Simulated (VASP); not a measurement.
# SiO2 (P4_2/mnm) in VASP: further runs

The runs below take SiO2 through electric field gradients, with PBEsol.

Program: VASP 6.6.1. These are calculated values, not measurements. Logs are shortened: lines on timing, memory, paths and dates and some standing lists are left out, and cuts for length are marked.

## (1) The cell of the first run

The structure is tetragonal, space group P4_2/mnm (No. 136). The conventional cell has a = 4.055 Å, b = 4.055 Å, c = 2.668 Å, α = 90.00°, β = 90.00°, γ = 90.00°. Within 2.3 Å of Si (site symmetry mmm) lie 6 O at 1.73 to 1.76 Å. O (site symmetry m2m) has 3 Si at 1.73 to 1.76 Å and 1 O at 2.22 Å within 2.3 Å.

## (2) Electric field gradients, PBEsol (equal xx and yy strain of -3 %)

INCAR

```
  PREC = Accurate
  ENCUT = 520
  EDIFF = 1E-8
  ISMEAR = -1
  SIGMA = 0.03
  LREAL = F
  LASPH = T
  NELM = 80
  ALGO = Normal
  ISIF = 2
  LWAVE = F
  LCHARG = F
  GGA = PS
  LEFG = T
  NBANDS = 25
```

KPOINTS

```
regular mesh
0
Gamma
  6 6 9
```

POSCAR

```
SiO2
1.0
    4.0546970000      0.0000000000      0.0000000000
    0.0000000000      4.0546970000      0.0000000000
    0.0000000000      0.0000000000      2.6678000000
Si O
2 4
Direct
    0.0000000000      0.0000000000      0.0000000000
    0.5000000000      0.5000000000      0.5000000000
    0.3067000000      0.3067000000      0.0000000000
    0.1933000000      0.8067000000      0.5000000000
    0.6933000000      0.6933000000      0.0000000000
    0.8067000000      0.1933000000      0.5000000000
```

Potentials or basis: VASP PAW PBE potentials, release 64 (Si, O).

On the command line:

```console
$ cat potpaw_PBE.64/Si/POTCAR potpaw_PBE.64/O/POTCAR > POTCAR
$ mpirun -np 1 vasp_std > vasp.out
```

OUTCAR:

```text
PREC = Accurate
   ENCUT = 520
   EDIFF = 1E-8
   ISMEAR = -1
   LREAL = F
   LASPH = T
   NELM = 80
   ISIF = 2
   GGA = PS

 ion  position               nearest neighbor table
   1  0.000  0.000  0.000-   4 1.73   6 1.73   4 1.73   6 1.73   5 1.76   3 1.76
   2  0.500  0.500  0.500-   3 1.73   5 1.73   3 1.73   5 1.73   4 1.76   6 1.76
   3  0.307  0.307  0.000-   2 1.73   2 1.73   1 1.76
   4  0.193  0.807  0.500-   1 1.73   1 1.73   2 1.76
   5  0.693  0.693  0.000-   2 1.73   2 1.73   1 1.76
   6  0.807  0.193  0.500-   1 1.73   1 1.73   2 1.76

  LATTYP: Found a simple tetragonal cell.
 ALAT       =     4.0546970000
 C/A-ratio  =     0.6579529864

  Lattice vectors:

 A1 = (   4.0546970000,   0.0000000000,   0.0000000000)
 A2 = (   0.0000000000,   4.0546970000,   0.0000000000)
 A3 = (   0.0000000000,   0.0000000000,   2.6678000000)

Analysis of symmetry for initial positions (statically):
=====================================================================
 Subroutine PRICEL returns:
 Original cell was already a primitive cell.

 Routine SETGRP: Setting up the symmetry group for a
 simple tetragonal supercell.

 Subroutine GETGRP returns: Found 16 space group operations
 (whereof  8 operations were pure point group operations)
 out of a pool of 16 trial point group operations.

The static configuration has the point symmetry D_2h.
 The point group associated with its full space group is D_4h.

Analysis of symmetry for dynamics (positions and initial velocities):
=====================================================================
 Subroutine PRICEL returns:
 Original cell was already a primitive cell.

 Routine SETGRP: Setting up the symmetry group for a
 simple tetragonal supercell.

 Subroutine GETGRP returns: Found 16 space group operations
 (whereof  8 operations were pure point group operations)
 out of a pool of 16 trial point group operations.

The dynamic configuration has the point symmetry D_2h.
 The point group associated with its full space group is D_4h.

 Subroutine INISYM returns: Found 16 space group operations
 (whereof  8 operations are pure point group operations),
 and found     1 'primitive' translations

----------------------------------------------------------------------------------------

                                     Primitive cell

  volume of cell :      43.8601

  direct lattice vectors                    reciprocal lattice vectors
     4.054697000  0.000000000  0.000000000     0.246627553  0.000000000  0.000000000
     0.000000000  4.054697000  0.000000000     0.000000000  0.246627553  0.000000000
     0.000000000  0.000000000  2.667800000     0.000000000  0.000000000  0.374840693

  length of vectors
     4.054697000  4.054697000  2.667800000     0.246627553  0.246627553  0.374840693

  position of ions in fractional coordinates (direct lattice)
     0.000000000  0.000000000  0.000000000
     0.500000000  0.500000000  0.500000000
     0.306700000  0.306700000  0.000000000
     0.193300000  0.806700000  0.500000000
     0.693300000  0.693300000  0.000000000
     0.806700000  0.193300000  0.500000000

  ion indices of the primitive-cell ions
   primitive index   ion index
                 1           1
                 2           2
                 3           3
                 4           4
                 5           5
                 6           6

----------------------------------------------------------------------------------------

 KPOINTS: regular mesh

Automatic generation of k-mesh.
 Grid dimensions read from file:
 generate k-points for:    6    6    9

 Generating k-lattice:

  Cartesian coordinates                     Fractional coordinates (reciprocal lattice)
[... 54 lines left out ...]
   ISPIN  =      1    spin polarized calculation?
   LNONCOLLINEAR =      F non collinear calculations
   LSORBIT =      F    spin-orbit coupling
   LASPH  =      T    aspherical Exc in radial PAW
   ENCUT  =  520.0 eV  38.22 Ry    6.18 a.u.   7.54  7.54  4.96*2*pi/ulx,y,z
   NELM   =     80;   NELMIN=  2; NELMDL= -5     # of ELM steps
   EDIFF  = 0.1E-07   stopping-criterion for ELM
   LREAL  =      F    real-space projection
   EDIFFG = 0.1E-06   stopping-criterion for IOM
   NSW    =      0    number of steps for IOM
   IBRION =     -1    ionic relax: 0-MD 1-quasi-New 2-CG
   NFREE  =      0    steps in history (QN), initial steepest desc. (CG)
   ISIF   =      2    stress and relaxation
   ISYM   =      2    0-nonsym 1-usesym 2-fastsym
   POTIM  = 0.5000    time-step for ionic-motion
   TEBEG  =    0.0;   TEEND  =   0.0 temperature during run
   PSTRESS=    0.0 pullay stress
   NELECT =      32.0000    total number of electrons
   NUPDOWN=      -1.0000    fix difference up-down
   EMIN   =  10.00;   EMAX   =-10.00  energy-range for DOS
   EFERMI =   0.00;   METHOD = LEGACY
   ISMEAR =    -1;   SIGMA  =   0.03  broadening in eV -4-tet -1-fermi 0-gaus
   EFERMI_NEDOS =   21; number of points for ismear=-14 and -15
   IALGO  =     38    algorithm
   IMIX   =      4    mixing-type and parameters
     AMIX     =   0.40;   BMIX     =  1.00
     AMIX_MAG =   1.60;   BMIX_MAG =  1.00
  volume/ion in A,a.u.               =       7.31        49.33
  Fermi-wavevector in a.u.,A,eV,Ry     =   1.473787  2.785054 29.552519  2.172049
  Thomas-Fermi vector in A             =   2.588638
   LORBIT       =      0    0 simple, 1 ext, 2 COOP (PROOUT), +10 PAW based schemes
   GGA     = PS    functional components
   LHFCALC =     F    Hartree Fock is set to
   AEXX    =    0.0000 exact exchange contribution
   IVDW    =     0    specifies the selected vdW correction
   LEPSILON=     F    determine dielectric tensor
   LRPA    =     F    only Hartree local field effects (RPA)
 non-spin polarized calculation
  energy-cutoff  :      520.00
  volume of cell :       43.86
 maximum number of plane-waves:      1206
   NGX = 15   NGY = 15   NGZ =  9

 number of electron      32.0000006 magnetization

 Free energy of the ion-electron system (eV)
  ---------------------------------------------------
  ext. energy  EPLUGINS =         0.00000000
  ---------------------------------------------------
  free energy    TOTEN  =       -48.68972884 eV

  energy without entropy =      -48.68972884  energy(sigma->0) =      -48.68972884

 E-fermi :   9.6130     XC(G=0): -12.8540

 val. band max:        9.0444447973   @ k =   0.0000   0.0000   0.0000
 cond. band min:      15.3013539874   @ k =   0.0000   0.0000   0.0000
 fundamental gap:      6.2569091901
 Fermi energy:         9.6129896275

 k-point     1 :       0.0000    0.0000    0.0000
  band No.  band energies     occupation
      1     -14.1572      2.00000
      2     -10.0573      2.00000
      3     -10.0573      2.00000
      4      -9.7974      2.00000
      5      -2.2007      2.00000
      6       2.1867      2.00000
[... 661 lines left out ...]
     24      21.6357      0.00000
     25      23.2312      0.00000

 [... further k-points ...]

------------------------ aborting loop because EDIFF is reached ----------------------------------------

  FORCE on cell =-STRESS in cart. coord.  units (eV):
  Direction    XX          YY          ZZ          XY          YZ          ZX
  --------------------------------------------------------------------------------------
  -------------------------------------------------------------------------------------
  Total        8.0645906      8.0645906      5.5145231      0.0000000      0.0000000      0.0000000
  in kB      294.5932737    294.5932737    201.4412768      0.0000000      0.0000000      0.0000000
  external PRESSURE =     263.5426081 kB  Pullay stress =       0.0000000 kB

 VOLUME and BASIS-vectors are now :
 -----------------------------------------------------------------------------
  energy-cutoff  :      520.00
  volume of cell :       43.86
      direct lattice vectors                 reciprocal lattice vectors
     4.054697000  0.000000000  0.000000000     0.246627553  0.000000000  0.000000000
     0.000000000  4.054697000  0.000000000     0.000000000  0.246627553  0.000000000
     0.000000000  0.000000000  2.667800000     0.000000000  0.000000000  0.374840693

 POSITION                                       TOTAL-FORCE (eV/Angst)
 -----------------------------------------------------------------------------------
      0.00000      0.00000      0.00000         0.000000      0.000000      0.000000
      2.02735      2.02735      1.33390         0.000000      0.000000      0.000000
      1.24358      1.24358      0.00000        -0.552105     -0.552105      0.000000
      0.78377      3.27092      1.33390         0.552105     -0.552105      0.000000
      2.81112      2.81112      0.00000         0.552105      0.552105     -0.000000
      3.27092      0.78377      1.33390        -0.552105      0.552105     -0.000000
 -----------------------------------------------------------------------------------
    total drift:                               -0.000000     -0.000000      0.000000

  FREE ENERGIE OF THE ION-ELECTRON SYSTEM (eV)
  ---------------------------------------------------
  free  energy   TOTEN  =       -48.6897288362 eV

  energy  without entropy=      -48.6897288362  energy(sigma->0) =      -48.68972884

 Electric field gradients (V/A^2)
---------------------------------------------------------------------
 ion       V_xx      V_yy      V_zz      V_xy      V_xz      V_yz
---------------------------------------------------------------------
   1       7.125     7.125   -14.251     3.494     0.000     0.000
   2       7.125     7.125   -14.251    -3.494     0.000     0.000
   3     -24.471   -24.471    48.942    76.693    -0.000    -0.000
   4     -24.471   -24.471    48.942   -76.693     0.000     0.000
   5     -24.471   -24.471    48.942    76.693     0.000     0.000
   6     -24.471   -24.471    48.942   -76.693     0.000    -0.000
---------------------------------------------------------------------

 Electric field gradients after diagonalization (V/A^2)
 (convention: |V_zz| > |V_xx| > |V_yy|)
----------------------------------------------------------------------
 ion       V_xx      V_yy      V_zz     asymmetry (V_yy - V_xx)/ V_zz
----------------------------------------------------------------------
   1      10.619     3.632   -14.251       0.490
   2      10.619     3.632   -14.251       0.490
   3      52.222    48.942  -101.164       0.032
   4      52.222    48.942  -101.164       0.032
   5      52.222    48.942  -101.164       0.032
   6      52.222    48.942  -101.164       0.032
----------------------------------------------------------------------

           NMR quadrupolar parameters

 Cq : quadrupolar parameter    Cq=e*Q*V_zz/h
 eta: asymmetry parameters     (V_yy - V_xx)/ V_zz
 Q  : nuclear electric quadrupole moment in mb (millibarn)
----------------------------------------------------------------------
 ion       Cq(MHz)       eta       Q (mb)
----------------------------------------------------------------------
   1      -0.034       0.490       1.000
   2      -0.034       0.490       1.000
   3      -0.245       0.032       1.000
   4      -0.245       0.032       1.000
   5      -0.245       0.032       1.000
   6      -0.245       0.032       1.000
----------------------------------------------------------------------
```

Run time: 80 s. Hardware: 1 thread of Intel Xeon 8259CL, shared host; peak memory 0.17 GiB.

Results:

| Quantity | Value |
| --- | --- |
| Free energy | -48.6897 eV |
| Pressure | 26.4 GPa |
| Largest force | 0.781 eV/Å |
| Band gap on the k mesh | 6.26 eV |
| Largest electric field gradient by atom | Si -14.3; O -101.2 V/Å² |

Forces on the atoms (eV/Å):
```
Si   0.000  0.000  0.000
Si   0.000  0.000  0.000
O   -0.552 -0.552  0.000
O    0.552 -0.552  0.000
O    0.552  0.552  0.000
O   -0.552  0.552  0.000
```

Electric field gradients, principal values (V/Å²):
| atom | least | middle | greatest (by size) |
| --- | --- | --- | --- |
| 1 Si | 3.632 | 10.619 | -14.251 |
| 2 Si | 3.632 | 10.619 | -14.251 |
| 3 O | 48.942 | 52.222 | -101.164 |
| 4 O | 48.942 | 52.222 | -101.164 |
| 5 O | 48.942 | 52.222 | -101.164 |
| 6 O | 48.942 | 52.222 | -101.164 |

Caveat: the cell differs from its parent crystal (equal xx and yy strain of -3 %); the stress differs along the axes, from 20 to 29 GPa; without QUAD_EFG the Cq values of the log hold for a quadrupole moment of 1 mb, not for the nuclei; the PAW data sets were made with another functional, which shifts forces and pressure a little.

[end of part 1 of 2]
